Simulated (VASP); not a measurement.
Wanted: the native input for a VASP 6.6.1 run.

```
Task                   : single point
Functional             : PBE
Potentials or basis    : VASP PAW PBE potentials, release 64 (Zr_sv, H)
Cutoff                 : 520 eV
k mesh                 : 12 × 12 × 4
Occupations            : gaussian, width 0.1 eV
Spin                   : no spin polarisation
Dipole correction      : no
Further INCAR settings : ALGO = Normal; EDIFF = 1e-06; NBANDS = 18
```

The structure of ZrH6 lies in POSCAR:

```
ZrH6
1.0
    1.9716372412     -2.4912654861      0.0000000000
    1.9716372412      2.4912654861      0.0000000000
    0.0000000000      0.0000000000      9.5416332609
Zr H
1 6
Direct
    0.5000000000      0.5000000000      0.1061353764
    0.6644903921      0.8417948805      0.2794837130
    0.3355096079      0.1582051195      0.2794837130
    0.8417948805      0.6644903921      0.2794837130
    0.1582051195      0.3355096079      0.2794837130
    0.0951570600      0.0951570600      0.5993145057
    0.9048429400      0.9048429400      0.5993145057
```

The input as run:

INCAR

```
SYSTEM = ZrH6
ALGO = Normal
EDIFF = 1E-6
ENCUT = 520
GGA = PE
ISIF = 2
ISMEAR = 0
LASPH = .TRUE.
LCHARG = .FALSE.
LREAL = .FALSE.
LWAVE = .FALSE.
NBANDS = 18
NELM = 100
PREC = Accurate
SIGMA = 0.1
```

KPOINTS

```
k-points
0
G
  12 12 4
  0 0 0
```

Potentials or basis: VASP PAW PBE potentials, release 64 (Zr_sv, H).

Launch:

```sh
$ cat potpaw_PBE.64/Zr_sv/POTCAR potpaw_PBE.64/H/POTCAR > POTCAR
$ mpirun -np 1 vasp_std > vasp.out
```

It gave:

```json
{"Pressure": "-0.1 GPa", "Largest force": "0.012 eV/Å", "Band gap on the k mesh": "zero (band 9 reaches 0.98 eV, above the bottom of band 10 at 0.77 eV)"}
```

Run time: 2 min on 1 thread of Intel(R) Xeon(R) Platinum 8488C (Sapphire Rapids), with other jobs on the host, peak memory 0.32 GiB.
